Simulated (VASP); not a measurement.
Here is a VASP 6.6.1 calculation.

The input INCAR:

```
PREC = Accurate
ENCUT = 520
EDIFF = 1E-6
ISMEAR = 0
SIGMA = 0.1
LREAL = F
LASPH = T
NELM = 60
ALGO = Fast
ISIF = 2
LWAVE = F
LCHARG = T
GGA = PE
LELF = T
LVHAR = T
NBANDS = 24
```

Contents of KPOINTS:

```
Automatic mesh
0
Gamma
  12 12 12
```

The input POSCAR:

```
Al2Co
1.0
   -2.3339769859      2.3339769859      4.2596323476
    2.3339769859     -2.3339769859      4.2596323476
    2.3339769859      2.3339769859     -4.2596323476
Al Co
4 2
Direct
    0.2781375529      0.2781375529      0.0000000000
    0.0281375529      0.5281375529      0.5000000000
    0.4718624471      0.9718624471      0.5000000000
    0.7218624471      0.7218624471      0.0000000000
    0.0000000000      0.0000000000      0.0000000000
    0.7500000000      0.2500000000      0.5000000000
```

Potentials or basis: VASP PAW PBE potentials, release 64 (Al, Co).

Run with:

```sh
$ cat potpaw_PBE.64/Al/POTCAR potpaw_PBE.64/Co/POTCAR > POTCAR
$ mpirun -np 1 vasp_std > vasp.out
```

**Question.** Predict the pressure.

**Answer.** -0.1 GPa.

**Question.** What does it give for the band gap on the k mesh?

**Answer.** Zero (bands 15 and 16 overlap by 1.15 eV).

Forces on the atoms (eV/Å):
```
Al   0.000  0.000 -0.003
Al   0.000  0.000 -0.003
Al   0.000  0.000  0.003
Al   0.000  0.000  0.003
Co   0.000  0.000  0.000
Co   0.000  0.000  0.000
```

Caveat: the run has no spin polarisation, though such a crystal can be magnetic. Spin polarisation is off, so any magnetic state and its effect on volume and gap are missing.
